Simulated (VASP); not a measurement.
# InSb (F-43m) in VASP: notebook

Runs on InSb. Level: PBE. Tasks: single point.

Everything below comes from runs of VASP 6.6.1. Logs are shortened: lines on timing, memory, paths and dates and some standing lists are left out, and cuts for length are marked.

### Step 1. The cell of the first run

It takes space group F-43m (No. 216, cubic). The conventional cell has a = 6.391 Å, b = 6.391 Å, c = 6.391 Å, α = 90.00°, β = 90.00°, γ = 90.00°. In (site symmetry -43m) has 4 Sb at 2.77 Å within 3.6 Å. Within 3.6 Å of Sb (site symmetry -43m) lie 4 In at 2.77 Å.

### Step 2. Single point, PBE (volume scaled by 0.96, then relaxed in part)

The input, INCAR:

```
ALGO = Normal
EDIFF = 1E-6
ENCUT = 500
GGA = PE
GGA_COMPAT = False
ISIF = 2
ISMEAR = -1
LASPH = True
LCHARG = True
LELF = True
LREAL = False
LVHAR = True
LWAVE = False
NBANDS = 16
NELM = 120
PREC = Accurate
SIGMA = 0.05
```

The input, KPOINTS:

```
k-points
0
Gamma
  12 12 12
```

The input, POSCAR:

```
InSb
1.0
    0.0000000000      3.1953230120      3.1953230120
    3.1953230120      0.0000000000      3.1953230120
    3.1953230120      3.1953230120      0.0000000000
In Sb
1 1
Direct
    0.0000000000      0.0000000000      0.0000000000
    0.7500000000      0.7500000000      0.7500000000
```

Potentials or basis: VASP PAW PBE potentials, release 64 (In_d, Sb).

Launch:

```console
$ cat potpaw_PBE.64/In_d/POTCAR potpaw_PBE.64/Sb/POTCAR > POTCAR
$ mpirun -np 1 vasp_std > vasp.out
```

OUTCAR:

```text
EDIFF = 1E-6
   ENCUT = 500
   GGA = PE
   ISIF = 2
   ISMEAR = -1
   LASPH = True
   LREAL = False
   NELM = 120
   PREC = Accurate

 ion  position               nearest neighbor table
   1  0.000  0.000  0.000-   2 2.77   2 2.77   2 2.77   2 2.77
   2  0.750  0.750  0.750-   1 2.77   1 2.77   1 2.77   1 2.77

  LATTYP: Found a face centered cubic cell.
 ALAT       =     6.3906460240

  Lattice vectors:

 A1 = (   0.0000000000,   3.1953230120,   3.1953230120)
 A2 = (   3.1953230120,   0.0000000000,   3.1953230120)
 A3 = (   3.1953230120,   3.1953230120,   0.0000000000)

Analysis of symmetry for initial positions (statically):
=====================================================================
 Subroutine PRICEL returns:
 Original cell was already a primitive cell.

 Routine SETGRP: Setting up the symmetry group for a
 face centered cubic supercell.

 Subroutine GETGRP returns: Found 24 space group operations
 (whereof 24 operations were pure point group operations)
 out of a pool of 48 trial point group operations.

The static configuration has the point symmetry T_d .

Analysis of symmetry for dynamics (positions and initial velocities):
=====================================================================
 Subroutine PRICEL returns:
 Original cell was already a primitive cell.

 Routine SETGRP: Setting up the symmetry group for a
 face centered cubic supercell.

 Subroutine GETGRP returns: Found 24 space group operations
 (whereof 24 operations were pure point group operations)
 out of a pool of 48 trial point group operations.

The dynamic configuration has the point symmetry T_d .

 Subroutine INISYM returns: Found 24 space group operations
 (whereof 24 operations are pure point group operations),
 and found     1 'primitive' translations

----------------------------------------------------------------------------------------

                                     Primitive cell

  volume of cell :      65.2491

  direct lattice vectors                    reciprocal lattice vectors
     0.000000000  3.195323012  3.195323012    -0.156478703  0.156478703  0.156478703
     3.195323012  0.000000000  3.195323012     0.156478703 -0.156478703  0.156478703
     3.195323012  3.195323012  0.000000000     0.156478703  0.156478703 -0.156478703

  length of vectors
     4.518869140  4.518869140  4.518869140     0.271029064  0.271029064  0.271029064

  position of ions in fractional coordinates (direct lattice)
     0.000000000  0.000000000  0.000000000
     0.750000000  0.750000000  0.750000000

  ion indices of the primitive-cell ions
   primitive index   ion index
                 1           1
                 2           2

----------------------------------------------------------------------------------------

 KPOINTS: k-points

Automatic generation of k-mesh.
 Grid dimensions read from file:
 generate k-points for:   12   12   12

 Generating k-lattice:

  Cartesian coordinates                     Fractional coordinates (reciprocal lattice)
    -0.013039892  0.013039892  0.013039892     0.083333333  0.000000000  0.000000000
     0.013039892 -0.013039892  0.013039892     0.000000000  0.083333333  0.000000000
     0.013039892  0.013039892 -0.013039892     0.000000000  0.000000000  0.083333333

  Length of vectors
     0.022585755  0.022585755  0.022585755

  Shift w.r.t. Gamma in fractional coordinates (k-lattice)
     0.000000000  0.000000000  0.000000000

 Subroutine IBZKPT returns following result:
 ===========================================

 Found     72 irreducible k-points:

 Following reciprocal coordinates:
            Coordinates               Weight
  0.000000  0.000000  0.000000      1.000000
  0.083333  0.000000  0.000000      8.000000
  0.166667  0.000000  0.000000      8.000000
  0.250000  0.000000  0.000000      8.000000
  0.333333  0.000000  0.000000      8.000000
  0.416667  0.000000  0.000000      8.000000
[... 16 lines left out ...]
  0.500000  0.166667  0.000000     24.000000
 -0.416667  0.166667  0.000000     24.000000
 [... further k-points ...]
   k-points           NKPTS =     72   k-points in BZ     NKDIM =     72   number of bands    NBANDS=     16
   number of dos      NEDOS =    301   number of ions     NIONS =      2
   total plane-waves  NPLWV =  46656
   dimension x,y,z NGX =    36 NGY =   36 NGZ =   36
   dimension x,y,z NGXF=    72 NGYF=   72 NGZF=   72
   ions per type =               1   1
   NGX,Y,Z   is equivalent  to a cutoff of  13.24, 13.24, 13.24 a.u.
   NGXF,Y,Z  is equivalent  to a cutoff of  26.49, 26.49, 26.49 a.u.
 SYSTEM =  unknown system
   PREC   = accura    normal or accurate (medium, high low for compatibility)
   ISTART =      0    job   : 0-new  1-cont  2-samecut
   ICHARG =      2    charge: 1-file 2-atom 10-const
   ISPIN  =      1    spin polarized calculation?
   LNONCOLLINEAR =      F non collinear calculations
   LSORBIT =      F    spin-orbit coupling
   LASPH  =      T    aspherical Exc in radial PAW
   ENCUT  =  500.0 eV  36.75 Ry    6.06 a.u.   8.24  8.24  8.24*2*pi/ulx,y,z
   NELM   =    120;   NELMIN=  2; NELMDL= -5     # of ELM steps
   EDIFF  = 0.1E-05   stopping-criterion for ELM
   LREAL  =      F    real-space projection
   EDIFFG = 0.1E-04   stopping-criterion for IOM
   NSW    =      0    number of steps for IOM
   IBRION =     -1    ionic relax: 0-MD 1-quasi-New 2-CG
   NFREE  =      0    steps in history (QN), initial steepest desc. (CG)
   ISIF   =      2    stress and relaxation
   ISYM   =      2    0-nonsym 1-usesym 2-fastsym
   POTIM  = 0.5000    time-step for ionic-motion
   TEBEG  =    0.0;   TEEND  =   0.0 temperature during run
   PSTRESS=    0.0 pullay stress
   NELECT =      18.0000    total number of electrons
   NUPDOWN=      -1.0000    fix difference up-down
   EMIN   =  10.00;   EMAX   =-10.00  energy-range for DOS
   EFERMI =   0.00;   METHOD = LEGACY
   ISMEAR =    -1;   SIGMA  =   0.05  broadening in eV -4-tet -1-fermi 0-gaus
   EFERMI_NEDOS =   21; number of points for ismear=-14 and -15
   IALGO  =     38    algorithm
   IMIX   =      4    mixing-type and parameters
     AMIX     =   0.40;   BMIX     =  1.00
     AMIX_MAG =   1.60;   BMIX_MAG =  1.00
  volume/ion in A,a.u.               =      32.62       220.16
  Fermi-wavevector in a.u.,A,eV,Ry     =   1.065715  2.013909 15.452783  1.135748
  Thomas-Fermi vector in A             =   2.201275
   LORBIT       =      0    0 simple, 1 ext, 2 COOP (PROOUT), +10 PAW based schemes
   GGA     = PE    functional components
   LHFCALC =     F    Hartree Fock is set to
   AEXX    =    0.0000 exact exchange contribution
   IVDW    =     0    specifies the selected vdW correction
   LEPSILON=     F    determine dielectric tensor
   LRPA    =     F    only Hartree local field effects (RPA)
 non-spin polarized calculation
  energy-cutoff  :      500.00
  volume of cell :       65.25
 maximum number of plane-waves:      1676
 NGX is ok and might be reduce to    36
   NGX = 17   NGY = 17   NGZ = 17

 number of electron      18.0000005 magnetization

 Free energy of the ion-electron system (eV)
  ---------------------------------------------------
  ext. energy  EPLUGINS =         0.00000000
  ---------------------------------------------------
  free energy    TOTEN  =        -6.83485602 eV

  energy without entropy =       -6.83463806  energy(sigma->0) =       -6.83474704

 E-fermi :   5.6555     XC(G=0):  -8.8639

 val. band max:        5.6040272971   @ k =   0.0000   0.0000   0.0000
 cond. band min:       6.1645299907   @ k =   0.5000   0.0000   0.0000
 fundamental gap:      0.5605026936
 Fermi energy:         5.6555497638

 k-point     1 :       0.0000    0.0000    0.0000
  band No.  band energies     occupation
      1      -9.1488      2.00000
      2      -9.1488      2.00000
      3      -9.1488      2.00000
      4      -9.0514      2.00000
      5      -9.0514      2.00000
      6      -5.4359      2.00000
[... 8 lines left out ...]
     15      13.9161      0.00000
     16      13.9161      0.00000

 k-point     2 :       0.0833    0.0000    0.0000
  band No.  band energies     occupation
      1      -9.1527      2.00000
      2      -9.1471      2.00000
      3      -9.1471      2.00000
      4      -9.0515      2.00000
      5      -9.0515      2.00000
      6      -5.3685      2.00000
[... 8 lines left out ...]
     15      13.3450      0.00000
     16      13.3450      0.00000

 k-point     3 :       0.1667    0.0000    0.0000
  band No.  band energies     occupation
      1      -9.1632      2.00000
      2      -9.1425      2.00000
      3      -9.1425      2.00000
      4      -9.0518      2.00000
      5      -9.0518      2.00000
      6      -5.1711      2.00000
[... 8 lines left out ...]
     15      12.8955      0.00000
     16      12.8955      0.00000

 k-point     4 :       0.2500    0.0000    0.0000
  band No.  band energies     occupation
      1      -9.1774      2.00000
      2      -9.1367      2.00000
      3      -9.1367      2.00000
      4      -9.0516      2.00000
      5      -9.0516      2.00000
      6      -4.8611      2.00000
[... 8 lines left out ...]
     15      12.8735      0.00000
     16      12.8735      0.00000

 k-point     5 :       0.3333    0.0000    0.0000
  band No.  band energies     occupation
      1      -9.1914      2.00000
      2      -9.1315      2.00000
      3      -9.1315      2.00000
      4      -9.0509      2.00000
      5      -9.0509      2.00000
      6      -4.4798      2.00000
[... 8 lines left out ...]
     15      13.3453      0.00000
     16      13.3453      0.00000

 k-point     6 :       0.4167    0.0000    0.0000
  band No.  band energies     occupation
      1      -9.2014      2.00000
      2      -9.1281      2.00000
      3      -9.1281      2.00000
      4      -9.0499      2.00000
      5      -9.0499      2.00000
      6      -4.1215      2.00000
[... 8 lines left out ...]
     15      14.1770      0.00000
     16      14.1770      0.00000

 k-point     7 :       0.5000    0.0000    0.0000
  band No.  band energies     occupation
      1      -9.2051      2.00000
      2      -9.1270      2.00000
      3      -9.1270      2.00000
      4      -9.0494      2.00000
      5      -9.0494      2.00000
      6      -3.9615      2.00000
[... 8 lines left out ...]
     15      14.8511      0.00000
     16      14.8511      0.00000

 k-point     8 :       0.0833    0.0833    0.0000
  band No.  band energies     occupation
      1      -9.1559      2.00000
      2      -9.1455      2.00000
      3      -9.1455      2.00000
      4      -9.0525      2.00000
      5      -9.0507      2.00000
      6      -5.3459      2.00000
[... 8 lines left out ...]
     15      12.7119      0.00000
     16      13.9861      0.00000

 k-point     9 :       0.1667    0.0833    0.0000
  band No.  band energies     occupation
      1      -9.1650      2.00000
      2      -9.1417      2.00000
      3      -9.1409      2.00000
      4      -9.0538      2.00000
      5      -9.0501      2.00000
      6      -5.1916      2.00000
[... 8 lines left out ...]
     15      12.5941      0.00000
     16      13.6173      0.00000
[... 172 lines left out ...]
 k-point    19 :       0.1667    0.1667    0.0000
  band No.  band energies     occupation
      1      -9.1746      2.00000
      2      -9.1363      2.00000
      3      -9.1363      2.00000
      4      -9.0562      2.00000
      5      -9.0488      2.00000
      6      -5.0815      2.00000
[... 8 lines left out ...]
     15      13.0521      0.00000
     16      14.1956      0.00000

 k-point    20 :       0.2500    0.1667    0.0000
  band No.  band energies     occupation
      1      -9.1863      2.00000
      2      -9.1309      2.00000
      3      -9.1301      2.00000
      4      -9.0583      2.00000
      5      -9.0478      2.00000
      6      -4.8493      2.00000
[... 8 lines left out ...]
     15      13.7606      0.00000
     16      14.1172      0.00000

 k-point    21 :       0.3333    0.1667    0.0000
  band No.  band energies     occupation
      1      -9.1978      2.00000
      2      -9.1265      2.00000
      3      -9.1243      2.00000
      4      -9.0591      2.00000
      5      -9.0471      2.00000
      6      -4.5186      2.00000
[... 8 lines left out ...]
     15      13.9599      0.00000
     16      14.3112      0.00000

 k-point    22 :       0.4167    0.1667    0.0000
  band No.  band energies     occupation
      1      -9.2068      2.00000
      2      -9.1236      2.00000
      3      -9.1204      2.00000
      4      -9.0582      2.00000
      5      -9.0470      2.00000
      6      -4.1439      2.00000
[... 8 lines left out ...]
     15      14.3207      0.00000
     16      14.9059      0.00000

 k-point    23 :       0.5000    0.1667    0.0000
  band No.  band energies     occupation
      1      -9.2116      2.00000
      2      -9.1223      2.00000
      3      -9.1189      2.00000
      4      -9.0559      2.00000
      5      -9.0481      2.00000
      6      -3.8441      2.00000
[... 8 lines left out ...]
     15      14.7366      0.00000
     16      14.9487      0.00000

 k-point    24 :      -0.4167    0.1667    0.0000
  band No.  band energies     occupation
      1      -9.2112      2.00000
      2      -9.1223      2.00000
      3      -9.1200      2.00000
      4      -9.0533      2.00000
      5      -9.0503      2.00000
      6      -3.7959      2.00000
[... 8 lines left out ...]
     15      13.8842      0.00000
     16      14.2093      0.00000

 [... further k-points ...]

------------------------ aborting loop because EDIFF is reached ----------------------------------------

  FORCE on cell =-STRESS in cart. coord.  units (eV):
  Direction    XX          YY          ZZ          XY          YZ          ZX
  --------------------------------------------------------------------------------------
  -------------------------------------------------------------------------------------
  Total        2.2031659      2.2031659      2.2031659     -0.0000000      0.0000000     -0.0000000
  in kB       54.0982837     54.0982837     54.0982837     -0.0000000      0.0000000     -0.0000000
  external PRESSURE =      54.0982837 kB  Pullay stress =       0.0000000 kB

 VOLUME and BASIS-vectors are now :
 -----------------------------------------------------------------------------
  energy-cutoff  :      500.00
  volume of cell :       65.25
      direct lattice vectors                 reciprocal lattice vectors
     0.000000000  3.195323012  3.195323012    -0.156478703  0.156478703  0.156478703
     3.195323012  0.000000000  3.195323012     0.156478703 -0.156478703  0.156478703
     3.195323012  3.195323012  0.000000000     0.156478703  0.156478703 -0.156478703

 POSITION                                       TOTAL-FORCE (eV/Angst)
 -----------------------------------------------------------------------------------
      0.00000      0.00000      0.00000         0.000000      0.000000      0.000000
      4.79298      4.79298      4.79298        -0.000000     -0.000000     -0.000000
 -----------------------------------------------------------------------------------
    total drift:                                0.000000      0.000000      0.000000

  FREE ENERGIE OF THE ION-ELECTRON SYSTEM (eV)
  ---------------------------------------------------
  free  energy   TOTEN  =        -6.8348560215 eV

  energy  without entropy=       -6.8346380561  energy(sigma->0) =       -6.83474704
```

Wall time 48 s (1 thread of Intel Xeon Platinum 8488C (Sapphire Rapids), shared host); peak memory 0.24 GiB.

Results:

| Property | Result |
| --- | --- |
| Free energy | -6.8349 eV |
| Pressure | 5.4 GPa |

Caveat: the cell differs from its parent crystal (volume scaled by 0.96, then relaxed in part); spin-orbit coupling is left out, which moves the levels of the heavy elements.

### Step 3. Single point, PBE

This run uses another cell than the first one, of 33.98 Å³/atom, 1.042 times its volume.

The input, INCAR:

```
SYSTEM = InSb
ALGO = Normal
EDIFF = 1E-6
ENCUT = 500
GGA = PE
GGA_COMPAT = .False.
ISIF = 2
ISMEAR = -1
LASPH = .True.
LCHARG = .False.
LREAL = .False.
LWAVE = .False.
NBANDS = 16
NELM = 120
PREC = Accurate
SIGMA = 0.05
```

The input, KPOINTS:

```
k-points
0
Gamma
  12 12 12
  0 0 0
```

The input, POSCAR:

```
InSb
1.0
    0.0000000000      3.2391000000      3.2391000000
    3.2391000000      0.0000000000      3.2391000000
    3.2391000000      3.2391000000      0.0000000000
In Sb
1 1
Direct
    0.0000000000      0.0000000000      0.0000000000
    0.7500000000      0.7500000000      0.7500000000
```

Potentials or basis: VASP PAW PBE potentials, release 64 (In_d, Sb).

Launch:

```console
$ cat potpaw_PBE.64/In_d/POTCAR potpaw_PBE.64/Sb/POTCAR > POTCAR
$ mpirun -np 1 vasp_std > vasp.out
```

Wall time 47 s (1 thread of Intel Xeon Platinum 8488C (Sapphire Rapids), shared host); peak memory 0.25 GiB.

The run converged. Its results:

* Free energy: -6.9070 eV
* Pressure: 3.1 GPa
* Band gap on the k mesh: zero (filled and empty bands touch)

Levels at points of the mesh, in eV from the Fermi level:
```
           k point  band 6  band 7  band 8  band 9  band 10  band 11  band 12  band 13
(0.00, 0.00, 0.00)  -10.81   -0.28   -0.09   -0.09    -0.09     2.87     2.87     2.87
(0.50, 0.00, 0.00)   -9.44   -5.71   -1.10   -1.10     0.45     3.72     3.72     6.01
(0.50, 0.50, 0.00)   -8.83   -6.01   -2.35   -2.35     1.24     1.26     8.07     8.07
```

Caveat: spin-orbit coupling is left out, which moves the levels of the heavy elements.
